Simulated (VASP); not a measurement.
The system is RbBr.

```xyz
2
Lattice="0.0000 3.4608 3.4608 3.4608 0.0000 3.4608 3.4608 3.4608 0.0000" Properties=species:S:1:pos:R:3 pbc="T T T"
Rb    0.0000    0.0000    0.0000
Br    3.4608    3.4608    3.4608
```

Base run:

```yaml
Program: VASP 6.6.1
Functional: HSE06
Potentials_or_basis: VASP PAW PBE potentials, release 64 (Rb_sv, Br)
Cutoff: 520 eV
k_mesh: 4 × 4 × 4
Occupations: gaussian, width 0.01 eV
Spin: no spin polarisation
```

Its results: band gap on the k mesh 5.44 eV; pressure 0.3 GPa.

Task: The run is repeated on the same cell with these changes: functional from HSE06 to PBE. What comes out?

Result: Band gap on the k mesh 4.29 eV; pressure 0.6 GPa.

Caveats: the PAW data sets were made with another functional, which shifts forces and pressure a little (at least some runs).

